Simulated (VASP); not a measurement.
Nb: single point with r2SCAN

The system is Nb.

```
CELL_PARAMETERS angstrom
-1.65882 1.65882 1.65882
1.65882 -1.65882 1.65882
1.65882 1.65882 -1.65882
ATOMIC_POSITIONS crystal
Nb 0.00000 0.00000 0.00000
```

| Item | Value |
| --- | --- |
| Program | VASP 6.6.1 |
| Task | single point |
| Functional | r2SCAN |
| Potentials or basis | VASP PAW PBE potentials, release 64 (Nb_sv) |
| Cutoff | 520 eV |
| k mesh | 8 × 8 × 8 |
| Occupations | gaussian, width 0.1 eV |
| Spin | no spin polarisation |
| Dipole correction | no |
| Further INCAR settings | ALGO = Normal; EDIFF = 1e-06; NBANDS = 12 |

```json
{
  "Pressure": "-2.3 GPa"
}
```

Levels at points of the mesh, in eV from the Fermi level:
| k point | band 3 | band 4 | band 5 | band 6 | band 7 | band 8 | band 9 | band 10 |
| --- | --- | --- | --- | --- | --- | --- | --- | --- |
| (0.00, 0.00, 0.00) | -30.63 | -30.63 | -6.13 | 0.58 | 0.58 | 0.58 | 3.64 | 3.64 |
| (0.50, 0.00, 0.00) | -31.06 | -30.64 | -3.72 | -1.54 | 2.31 | 3.65 | 4.36 | 6.66 |
| (0.50, 0.50, 0.50) | -31.57 | -31.57 | -3.68 | -3.68 | 5.89 | 5.89 | 5.89 | 9.54 |

It took 17 s on 1 thread of Intel Xeon 6975P-C (shared host), peak memory 0.14 GiB.

Caveat: the PAW data sets were made with another functional, which shifts forces and pressure a little.
